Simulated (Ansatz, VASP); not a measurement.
Two plane-wave programs on GaC4

```
Ga C
1.0
     3.48014    0.00000    0.00000
     0.00000    3.48014    0.00000
     0.00000    0.00000    3.48014
Ga C
1 4
Direct
  0.00000 0.00000 0.00000
  0.00000 0.50000 0.50000
  0.50000 0.00000 0.50000
  0.50000 0.50000 0.00000
  0.50000 0.50000 0.50000
```

Alike in both runs: task single point; functional PBE; k mesh 6 × 6 × 6; occupations gaussian, width 0.1 eV; collinear spin.

|  | VASP | Ansatz |
| --- | --- | --- |
| version | VASP 6.6.1 | Ansatz 0.2.0 |
| potentials or method | VASP PAW PBE potentials, release 64 (Ga_d, C), cutoff 520 eV | scalar-relativistic, plane waves, PAW |
| valence electrons in the cell | 29 | 29 |

|  | VASP | Ansatz | Ansatz less VASP |
| --- | --- | --- | --- |
| gap on the k mesh at the Fermi level (eV) | none | none | - |
| pressure (GPa) | 0.3 | 0.0 | -0.26 |
| net moment per atom (μB) | 0.00 | 0.00 | 0.000 |

A gap of «none» marks a metal or a gap that the smearing closes. The functional is the same, so the differences come from potentials, cutoffs and numerics. Ansatz's warnings: seeded moment not kept.
